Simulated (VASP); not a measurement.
# BN (P6_3mc) in VASP: notebook

The runs below take BN through electric field gradients, with PBE.

Program: VASP 6.6.1. These are calculated values, not measurements. Logs are shortened: lines on timing, memory, paths and dates and some standing lists are left out, and cuts for length are marked.

**1. The cell of the first run**

Symmetry: P6_3mc, No. 186, hexagonal system. The conventional cell has a = 2.536 Å, b = 2.536 Å, c = 4.199 Å, α = 90.00°, β = 90.00°, γ = 120.00°. Within 2.1 Å of B (site symmetry 3m) lie 4 N at 1.56 to 1.57 Å. Within 2.1 Å of N (site symmetry 3m) lie 4 B at 1.56 to 1.57 Å.

**2. Electric field gradients, PBE**

Input file INCAR:

```
SYSTEM = BN
ALGO = Normal
EDIFF = 1E-8
ENCUT = 520
GGA = PE
ISIF = 2
ISMEAR = -1
LASPH = .True.
LCHARG = .False.
LEFG = .True.
LREAL = .False.
LWAVE = .False.
NBANDS = 16
NELM = 100
PREC = Accurate
SIGMA = 0.02
```

Input file KPOINTS:

```
k-points
0
Gamma
  11 11 6
  0 0 0
```

Input file POSCAR:

```
BN
1.0
    2.5359998164      0.0000000000      0.0000000000
   -1.2679999082      2.1962402650      0.0000000000
    0.0000000000      0.0000000000      4.1990000000
B N
2 2
Direct
    0.6666666667      0.3333333333      0.0000000000
    0.3333333333      0.6666666667      0.5000000000
    0.6666666667      0.3333333333      0.3750000000
    0.3333333333      0.6666666667      0.8750000000
```

Potentials or basis: VASP PAW PBE potentials, release 64 (B, N).

The run is started by

```sh
$ cat potpaw_PBE.64/B/POTCAR potpaw_PBE.64/N/POTCAR > POTCAR
$ mpirun -np 1 vasp_std > vasp.out
```

OUTCAR:

```text
SYSTEM = BN
   EDIFF = 1E-8
   ENCUT = 520
   GGA = PE
   ISIF = 2
   ISMEAR = -1
   LASPH = .True.
   LREAL = .False.
   NELM = 100
   PREC = Accurate

 ion  position               nearest neighbor table
   1  0.667  0.333  0.000-   4 1.56   4 1.56   4 1.56   3 1.57
   2  0.333  0.667  0.500-   3 1.56   3 1.56   3 1.56   4 1.57
   3  0.667  0.333  0.375-   2 1.56   2 1.56   2 1.56   1 1.57
   4  0.333  0.667  0.875-   1 1.56   1 1.56   1 1.56   2 1.57

  LATTYP: Found a hexagonal cell.
 ALAT       =     2.5359998164
 C/A-ratio  =     1.6557572177

  Lattice vectors:

 A1 = (   2.5359998164,   0.0000000000,   0.0000000000)
 A2 = (  -1.2679999082,   2.1962402650,   0.0000000000)
 A3 = (   0.0000000000,   0.0000000000,   4.1990000000)

Analysis of symmetry for initial positions (statically):
=====================================================================
 Subroutine PRICEL returns:
 Original cell was already a primitive cell.

 Routine SETGRP: Setting up the symmetry group for a
 hexagonal supercell.

 Subroutine GETGRP returns: Found 12 space group operations
 (whereof  6 operations were pure point group operations)
 out of a pool of 24 trial point group operations.

The static configuration has the point symmetry C_3v.
 The point group associated with its full space group is C_6v.

Analysis of symmetry for dynamics (positions and initial velocities):
=====================================================================
 Subroutine PRICEL returns:
 Original cell was already a primitive cell.

 Routine SETGRP: Setting up the symmetry group for a
 hexagonal supercell.

 Subroutine GETGRP returns: Found 12 space group operations
 (whereof  6 operations were pure point group operations)
 out of a pool of 24 trial point group operations.

The dynamic configuration has the point symmetry C_3v.
 The point group associated with its full space group is C_6v.

 Subroutine INISYM returns: Found 12 space group operations
 (whereof  6 operations are pure point group operations),
 and found     1 'primitive' translations

----------------------------------------------------------------------------------------

                                     Primitive cell

  volume of cell :      23.3870

  direct lattice vectors                    reciprocal lattice vectors
     2.535999816  0.000000000  0.000000000     0.394321795  0.227661795  0.000000000
    -1.267999908  2.196240265  0.000000000     0.000000000  0.455323589  0.000000000
     0.000000000  0.000000000  4.199000000     0.000000000  0.000000000  0.238151941

  length of vectors
     2.535999816  2.535999816  4.199000000     0.455323589  0.455323589  0.238151941

  position of ions in fractional coordinates (direct lattice)
     0.666666667  0.333333333  0.000000000
     0.333333333  0.666666667  0.500000000
     0.666666667  0.333333333  0.375000000
     0.333333333  0.666666667  0.875000000

  ion indices of the primitive-cell ions
   primitive index   ion index
                 1           1
                 2           2
                 3           3
                 4           4

----------------------------------------------------------------------------------------

 KPOINTS: k-points

Automatic generation of k-mesh.
 Grid dimensions read from file:
 generate k-points for:   11   11    6

 Generating k-lattice:

  Cartesian coordinates                     Fractional coordinates (reciprocal lattice)
     0.035847436  0.020696527  0.000000000     0.090909091 -0.000000000  0.000000000
     0.000000000  0.041393054  0.000000000     0.000000000  0.090909091  0.000000000
     0.000000000  0.000000000  0.039691990     0.000000000  0.000000000  0.166666667

  Length of vectors
     0.041393054  0.041393054  0.039691990
[... 41 lines left out ...]
   ions per type =               2   2
   NGX,Y,Z   is equivalent  to a cutoff of  13.11, 13.11, 12.67 a.u.
   NGXF,Y,Z  is equivalent  to a cutoff of  26.22, 26.22, 25.34 a.u.
 SYSTEM =  BN
   PREC   = accura    normal or accurate (medium, high low for compatibility)
   ISTART =      0    job   : 0-new  1-cont  2-samecut
   ICHARG =      2    charge: 1-file 2-atom 10-const
   ISPIN  =      1    spin polarized calculation?
   LNONCOLLINEAR =      F non collinear calculations
   LSORBIT =      F    spin-orbit coupling
   LASPH  =      T    aspherical Exc in radial PAW
   ENCUT  =  520.0 eV  38.22 Ry    6.18 a.u.   4.72  4.72  7.81*2*pi/ulx,y,z
   NELM   =    100;   NELMIN=  2; NELMDL= -5     # of ELM steps
   EDIFF  = 0.1E-07   stopping-criterion for ELM
   LREAL  =      F    real-space projection
   EDIFFG = 0.1E-06   stopping-criterion for IOM
   NSW    =      0    number of steps for IOM
   IBRION =     -1    ionic relax: 0-MD 1-quasi-New 2-CG
   NFREE  =      0    steps in history (QN), initial steepest desc. (CG)
   ISIF   =      2    stress and relaxation
   ISYM   =      2    0-nonsym 1-usesym 2-fastsym
   POTIM  = 0.5000    time-step for ionic-motion
   TEBEG  =    0.0;   TEEND  =   0.0 temperature during run
   PSTRESS=    0.0 pullay stress
   NELECT =      16.0000    total number of electrons
   NUPDOWN=      -1.0000    fix difference up-down
   EMIN   =  10.00;   EMAX   =-10.00  energy-range for DOS
   EFERMI =   0.00;   METHOD = LEGACY
   ISMEAR =    -1;   SIGMA  =   0.02  broadening in eV -4-tet -1-fermi 0-gaus
   EFERMI_NEDOS =   21; number of points for ismear=-14 and -15
   IALGO  =     38    algorithm
   IMIX   =      4    mixing-type and parameters
     AMIX     =   0.40;   BMIX     =  1.00
     AMIX_MAG =   1.60;   BMIX_MAG =  1.00
  volume/ion in A,a.u.               =       5.85        39.46
  Fermi-wavevector in a.u.,A,eV,Ry     =   1.442524  2.725976 28.312047  2.080877
  Thomas-Fermi vector in A             =   2.561035
   LORBIT       =      0    0 simple, 1 ext, 2 COOP (PROOUT), +10 PAW based schemes
   GGA     = PE    functional components
   LHFCALC =     F    Hartree Fock is set to
   AEXX    =    0.0000 exact exchange contribution
   IVDW    =     0    specifies the selected vdW correction
   LEPSILON=     F    determine dielectric tensor
   LRPA    =     F    only Hartree local field effects (RPA)
 non-spin polarized calculation
  energy-cutoff  :      520.00
  volume of cell :       23.39
 maximum number of plane-waves:       652
 NGX is ok and might be reduce to    20
   NGX =  9   NGY =  9   NGZ = 15

 number of electron      15.9999999 magnetization

 Free energy of the ion-electron system (eV)
  ---------------------------------------------------
  ext. energy  EPLUGINS =         0.00000000
  ---------------------------------------------------
  free energy    TOTEN  =       -34.81899461 eV

  energy without entropy =      -34.81899461  energy(sigma->0) =      -34.81899461

 E-fermi :   8.0533     XC(G=0): -12.8631

 val. band max:        7.6801819369   @ k =   0.0000   0.0000   0.0000
 cond. band min:      13.0512740640   @ k =   0.3636   0.2727   0.0000
 fundamental gap:      5.3710921271
 Fermi energy:         8.0533027481

 k-point     1 :       0.0000    0.0000    0.0000
  band No.  band energies     occupation
      1     -12.8379      2.00000
      2      -8.6439      2.00000
      3      -3.3269      2.00000
      4       5.5462      2.00000
      5       5.5462      2.00000
      6       7.4318      2.00000
[... 433 lines left out ...]
      3      -1.4053      2.00000
      4       1.8952      2.00000
      5       3.2264      2.00000
      6       4.2620      2.00000
[... 8 lines left out ...]
     15      22.5175      0.00000
     16      23.1766      0.00000

 [... further k-points ...]

------------------------ aborting loop because EDIFF is reached ----------------------------------------

  FORCE on cell =-STRESS in cart. coord.  units (eV):
  Direction    XX          YY          ZZ          XY          YZ          ZX
  --------------------------------------------------------------------------------------
  -------------------------------------------------------------------------------------
  Total        1.2668330      1.2668330      1.0890198     -0.0000000      0.0000000     -0.0000000
  in kB       86.7870661     86.7870661     74.6055958     -0.0000000      0.0000000     -0.0000000
  external PRESSURE =      82.7265760 kB  Pullay stress =       0.0000000 kB

 VOLUME and BASIS-vectors are now :
 -----------------------------------------------------------------------------
  energy-cutoff  :      520.00
  volume of cell :       23.39
      direct lattice vectors                 reciprocal lattice vectors
     2.535999816  0.000000000  0.000000000     0.394321795  0.227661795  0.000000000
    -1.267999908  2.196240265  0.000000000     0.000000000  0.455323589  0.000000000
     0.000000000  0.000000000  4.199000000     0.000000000  0.000000000  0.238151941

 POSITION                                       TOTAL-FORCE (eV/Angst)
 -----------------------------------------------------------------------------------
      1.26800      0.73208      0.00000         0.000000     -0.000000      0.057827
     -0.00000      1.46416      2.09950         0.000000      0.000000      0.057827
      1.26800      0.73208      1.57462        -0.000000     -0.000000     -0.057827
     -0.00000      1.46416      3.67413         0.000000      0.000000     -0.057827
 -----------------------------------------------------------------------------------
    total drift:                               -0.000000     -0.000000     -0.000012

  FREE ENERGIE OF THE ION-ELECTRON SYSTEM (eV)
  ---------------------------------------------------
  free  energy   TOTEN  =       -34.8189946097 eV

  energy  without entropy=      -34.8189946097  energy(sigma->0) =      -34.81899461

 Electric field gradients (V/A^2)
---------------------------------------------------------------------
 ion       V_xx      V_yy      V_zz      V_xy      V_xz      V_yz
---------------------------------------------------------------------
   1      -0.589    -0.589     1.179    -0.000     0.000    -0.000
   2      -0.589    -0.589     1.179    -0.000    -0.000     0.000
   3      -2.409    -2.410     4.819    -0.001    -0.000     0.000
   4      -2.409    -2.410     4.819    -0.001     0.000    -0.000
---------------------------------------------------------------------

 Electric field gradients after diagonalization (V/A^2)
 (convention: |V_zz| > |V_xx| > |V_yy|)
----------------------------------------------------------------------
 ion       V_xx      V_yy      V_zz     asymmetry (V_yy - V_xx)/ V_zz
----------------------------------------------------------------------
   1      -0.589    -0.589     1.179       0.000
   2      -0.589    -0.589     1.179       0.000
   3      -2.411    -2.408     4.819       0.000
   4      -2.411    -2.408     4.819       0.000
----------------------------------------------------------------------

           NMR quadrupolar parameters

 Cq : quadrupolar parameter    Cq=e*Q*V_zz/h
 eta: asymmetry parameters     (V_yy - V_xx)/ V_zz
 Q  : nuclear electric quadrupole moment in mb (millibarn)
----------------------------------------------------------------------
 ion       Cq(MHz)       eta       Q (mb)
----------------------------------------------------------------------
   1       0.003       0.000       1.000
   2       0.003       0.000       1.000
   3       0.012       0.000       1.000
   4       0.012       0.000       1.000
----------------------------------------------------------------------
```

Wall time 10 s (1 thread of Intel Xeon 6975P-C (Granite Rapids), shared host); peak memory 0.14 GiB.

Results:

| Item | Value |
| --- | --- |
| Free energy | -34.8190 eV |
| Pressure | 8.3 GPa |
| Largest force | 0.058 eV/Å |
| Band gap on the k mesh | 5.37 eV, indirect (least direct gap 8.35 eV) |

Forces in eV/Å, atoms in the order of the input:
```
B    0.000  0.000  0.058
B    0.000  0.000  0.058
N    0.000  0.000 -0.058
N    0.000  0.000 -0.058
```

Electric field gradients, principal values (V/Å²):
```csv
atom,least,middle,greatest (by size)
1 B,-0.589,-0.589,1.179
2 B,-0.589,-0.589,1.179
3 N,-2.408,-2.411,4.819
4 N,-2.408,-2.411,4.819
```

Caveat: without QUAD_EFG the Cq values of the log hold for a quadrupole moment of 1 mb, not for the nuclei.

**3. Electric field gradients, PBE**

Input file INCAR:

```
PREC = Accurate ; ENCUT = 520
EDIFF = 1E-8 ; ISMEAR = -1
SIGMA = 0.02 ; LREAL = False
LASPH = True ; NELM = 80
ALGO = Normal ; ISIF = 2
LWAVE = False ; LCHARG = False
GGA = PE ; LEFG = True
NBANDS = 16
```

Input file KPOINTS:

```
regular mesh
0
Gamma
  11 11 6
```

POSCAR is that of step 2.

Potentials or basis: VASP PAW PBE potentials, release 64 (B, N).

The run is started by

```sh
$ cat potpaw_PBE.64/B/POTCAR potpaw_PBE.64/N/POTCAR > POTCAR
$ mpirun -np 1 vasp_std > vasp.out
```

OUTCAR:

```text
PREC = Accurate
   ENCUT = 520
   EDIFF = 1E-8
   ISMEAR = -1
   LREAL = False
   LASPH = True
   NELM = 80
   ISIF = 2
   GGA = PE

 ion  position               nearest neighbor table
   1  0.667  0.333  0.000-   4 1.56   4 1.56   4 1.56   3 1.57
   2  0.333  0.667  0.500-   3 1.56   3 1.56   3 1.56   4 1.57
   3  0.667  0.333  0.375-   2 1.56   2 1.56   2 1.56   1 1.57
   4  0.333  0.667  0.875-   1 1.56   1 1.56   1 1.56   2 1.57

  LATTYP: Found a hexagonal cell.
 ALAT       =     2.5359998164
 C/A-ratio  =     1.6557572177

  Lattice vectors:

 A1 = (   2.5359998164,   0.0000000000,   0.0000000000)
 A2 = (  -1.2679999082,   2.1962402650,   0.0000000000)
 A3 = (   0.0000000000,   0.0000000000,   4.1990000000)

Analysis of symmetry for initial positions (statically):
=====================================================================
 Subroutine PRICEL returns:
 Original cell was already a primitive cell.

 Routine SETGRP: Setting up the symmetry group for a
 hexagonal supercell.

 Subroutine GETGRP returns: Found 12 space group operations
 (whereof  6 operations were pure point group operations)
 out of a pool of 24 trial point group operations.

The static configuration has the point symmetry C_3v.
 The point group associated with its full space group is C_6v.

Analysis of symmetry for dynamics (positions and initial velocities):
=====================================================================
 Subroutine PRICEL returns:
 Original cell was already a primitive cell.

 Routine SETGRP: Setting up the symmetry group for a
 hexagonal supercell.

 Subroutine GETGRP returns: Found 12 space group operations
 (whereof  6 operations were pure point group operations)
[... 621 lines left out ...]

  FORCE on cell =-STRESS in cart. coord.  units (eV):
  Direction    XX          YY          ZZ          XY          YZ          ZX
  --------------------------------------------------------------------------------------
  -------------------------------------------------------------------------------------
  Total        1.2668330      1.2668330      1.0890198     -0.0000000      0.0000000     -0.0000000
  in kB       86.7870661     86.7870661     74.6055958     -0.0000000      0.0000000     -0.0000000
  external PRESSURE =      82.7265760 kB  Pullay stress =       0.0000000 kB

 VOLUME and BASIS-vectors are now :
 -----------------------------------------------------------------------------
  energy-cutoff  :      520.00
  volume of cell :       23.39
      direct lattice vectors                 reciprocal lattice vectors
     2.535999816  0.000000000  0.000000000     0.394321795  0.227661795  0.000000000
    -1.267999908  2.196240265  0.000000000     0.000000000  0.455323589  0.000000000
     0.000000000  0.000000000  4.199000000     0.000000000  0.000000000  0.238151941

 POSITION                                       TOTAL-FORCE (eV/Angst)
 -----------------------------------------------------------------------------------
      1.26800      0.73208      0.00000         0.000000     -0.000000      0.057827
     -0.00000      1.46416      2.09950         0.000000      0.000000      0.057827
      1.26800      0.73208      1.57462        -0.000000     -0.000000     -0.057827
     -0.00000      1.46416      3.67413         0.000000      0.000000     -0.057827
 -----------------------------------------------------------------------------------
    total drift:                               -0.000000     -0.000000     -0.000012

  FREE ENERGIE OF THE ION-ELECTRON SYSTEM (eV)
  ---------------------------------------------------
  free  energy   TOTEN  =       -34.8189946097 eV

  energy  without entropy=      -34.8189946097  energy(sigma->0) =      -34.81899461

 Electric field gradients (V/A^2)
---------------------------------------------------------------------
 ion       V_xx      V_yy      V_zz      V_xy      V_xz      V_yz
---------------------------------------------------------------------
   1      -0.589    -0.589     1.179    -0.000     0.000    -0.000
   2      -0.589    -0.589     1.179    -0.000    -0.000     0.000
   3      -2.409    -2.410     4.819    -0.001    -0.000     0.000
   4      -2.409    -2.410     4.819    -0.001     0.000    -0.000
---------------------------------------------------------------------

 Electric field gradients after diagonalization (V/A^2)
 (convention: |V_zz| > |V_xx| > |V_yy|)
----------------------------------------------------------------------
 ion       V_xx      V_yy      V_zz     asymmetry (V_yy - V_xx)/ V_zz
----------------------------------------------------------------------
   1      -0.589    -0.589     1.179       0.000
   2      -0.589    -0.589     1.179       0.000
   3      -2.411    -2.408     4.819       0.000
   4      -2.411    -2.408     4.819       0.000
----------------------------------------------------------------------

           NMR quadrupolar parameters

 Cq : quadrupolar parameter    Cq=e*Q*V_zz/h
 eta: asymmetry parameters     (V_yy - V_xx)/ V_zz
 Q  : nuclear electric quadrupole moment in mb (millibarn)
----------------------------------------------------------------------
 ion       Cq(MHz)       eta       Q (mb)
----------------------------------------------------------------------
   1       0.003       0.000       1.000
   2       0.003       0.000       1.000
   3       0.012       0.000       1.000
   4       0.012       0.000       1.000
----------------------------------------------------------------------
```

It took 12 s on 1 thread of Intel Xeon 6975P-C (Granite Rapids), shared host; peak memory 0.14 GiB.

What came out:

```
Free energy            : -34.8190 eV
Pressure               : 8.3 GPa
Largest force          : 0.058 eV/Å
Band gap on the k mesh : 5.37 eV, indirect (least direct gap 8.35 eV)
```

Forces on the atoms (eV/Å):
```
B    0.000  0.000  0.058
B    0.000  0.000  0.058
N    0.000  0.000 -0.058
N    0.000  0.000 -0.058
```

Electric field gradients, principal values (V/Å²):
| atom | least | middle | greatest (by size) |
| --- | --- | --- | --- |
| 1 B | -0.589 | -0.589 | 1.179 |
| 2 B | -0.589 | -0.589 | 1.179 |
| 3 N | -2.408 | -2.411 | 4.819 |
| 4 N | -2.408 | -2.411 | 4.819 |

Caveat: without QUAD_EFG the Cq values of the log hold for a quadrupole moment of 1 mb, not for the nuclei. A k mesh can miss the band edges.
